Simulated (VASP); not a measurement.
Wanted: the native input for a VASP 6.6.1 run.

```
Task                   : single point
Functional             : r2SCAN
Potentials or basis    : VASP PAW PBE potentials, release 64 (Ga_d)
Cutoff                 : 520 eV
k mesh                 : 6 × 6 × 6
Occupations            : gaussian, width 0.1 eV
Spin                   : no spin polarisation
Dipole correction      : no
Further INCAR settings : ALGO = Normal; EDIFF = 1e-07; NBANDS = 34
```

Ga:

```xyz
4
Lattice="-1.9567 1.9567 5.8455 1.9567 -1.9567 5.8455 1.9567 1.9567 -5.8455" Properties=species:S:1:pos:R:3 pbc="T T T"
Ga    0.0000    0.0000    4.6380
Ga    0.0000    0.0000    7.0529
Ga    0.0000    1.9567    2.9227
Ga    1.9567    0.0000    2.9227
```

This cell differs from its parent crystal: atoms taken out, then relaxed in part.

The input as run:

POSCAR

```
Ga
1.0
   -1.9566581863      1.9566581863      5.8454612504
    1.9566581863     -1.9566581863      5.8454612504
    1.9566581863      1.9566581863     -5.8454612504
Ga
4
Direct
    0.3967219835      0.3967219835      0.0000000000
    0.6032780165      0.6032780165      0.0000000000
    0.7500000000      0.2500000000      0.5000000000
    0.2500000000      0.7500000000      0.5000000000
```

INCAR.step1

```
SYSTEM = Ga
ALGO     = Normal         ! electronic algorithm
EDIFF    = 1E-4           ! SCF threshold, eV
ENCUT    = 520            ! plane-wave cutoff, eV
GGA      = PE             ! functional
ISMEAR   = 0              ! smearing method
LASPH    = .TRUE.         ! aspherical terms in the spheres
LCHARG   = .FALSE.        ! write CHGCAR
LREAL    = .FALSE.        ! projectors in reciprocal space
LWAVE    = .TRUE.         ! write WAVECAR
NBANDS   = 34             ! bands
NELM     = 80             ! most SCF steps
PREC     = Accurate       ! precision mode
SIGMA    = 0.1            ! smearing width, eV
```

INCAR.step2

```
SYSTEM = Ga
ALGO     = Normal         ! electronic algorithm
EDIFF    = 1E-7           ! SCF threshold, eV
ENCUT    = 520            ! plane-wave cutoff, eV
ISIF     = 2              ! what is computed and relaxed
ISMEAR   = 0              ! smearing method
ISTART   = 1            
LASPH    = .TRUE.         ! aspherical terms in the spheres
LCHARG   = .FALSE.        ! write CHGCAR
LMIXTAU  = .TRUE.       
LREAL    = .FALSE.        ! projectors in reciprocal space
LWAVE    = .FALSE.        ! write WAVECAR
METAGGA  = R2SCAN         ! meta-GGA
NBANDS   = 34             ! bands
NELM     = 80             ! most SCF steps
PREC     = Accurate       ! precision mode
SIGMA    = 0.1            ! smearing width, eV
```

KPOINTS

```
k-points
0
G
  6 6 6
  0 0 0
```

Potentials or basis: VASP PAW PBE potentials, release 64 (Ga_d).

Command:

```sh
$ cat potpaw_PBE.64/Ga_d/POTCAR > POTCAR
$ cp INCAR.step1 INCAR
$ mpirun -np 1 vasp_std > vasp.out
$ cp INCAR.step2 INCAR
$ mpirun -np 1 vasp_std > vasp.out
```

It gave:

```
Pressure               : 0.0 GPa
Largest force          : 0.029 eV/Å
Band gap on the k mesh : zero (bands 26 and 27 overlap by 2.65 eV)
```

Caveat: the cell differs from its parent crystal (atoms taken out, then relaxed in part); the PAW data sets were made with another functional, which shifts forces and pressure a little.

It took 19 min on 1 thread of Intel Xeon 8259CL, with other jobs on the host, peak memory 0.38 GiB.
